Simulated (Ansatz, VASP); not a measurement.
# Al3BP2: VASP beside Ansatz

```xyz
12
Lattice="3.8952 -0.2290 0.1942 -0.0425 6.6743 -0.7183 0.7859 1.5362 7.6675" Properties=species:S:1:pos:R:3 pbc="T T T"
Al    4.0684    4.3495    1.3268
Al    0.5372    3.5424    5.3299
Al    2.3997    1.6189    2.4734
Al    2.8221    6.5011    5.5791
Al    1.7457    2.4671   -0.1841
Al    2.2407    4.7492    3.3538
B     2.0419    3.5445    1.6380
B     2.5458    4.3884    5.3809
P    -0.2551    1.1522    0.2252
P     3.6664    1.2353    4.4896
P     0.8757    6.5434    2.5334
P     0.8547    7.2580    6.6859
```

Change from the starting cell: the structure that the rattled cell fell into.

Alike in both runs: functional PBE; k mesh 4 × 4 × 2; occupations gaussian, width 0.1 eV; no spin polarisation.

Ansatz relaxed the structure, and its values are those at the end. VASP's run is a single point on that final structure, the one shown.

```csv
,VASP,Ansatz
version,VASP 6.6.1,Ansatz 0.2.0
potentials or method,"VASP PAW PBE potentials, release 64 (Al, B, P), cutoff 520 eV","scalar-relativistic, plane waves, PAW"
valence electrons in the cell,44,44
```

VASP gave:

| Property | Result |
| --- | --- |
| gap on the k mesh at the Fermi level (eV) | 0.08 |
| least direct gap on the mesh (eV) | 0.74 |
| pressure (GPa) | -0.1 |
| rms of the force components (eV/Å) | 0.013 |

Question: What did Ansatz give for the same quantities?

Answer: gap on the k mesh at the Fermi level (eV): 0.07; least direct gap on the mesh (eV): 0.73; pressure (GPa): 0.1; rms of the force components (eV/Å): 0.008.

The functional is the same, so the differences come from potentials, cutoffs and numerics.
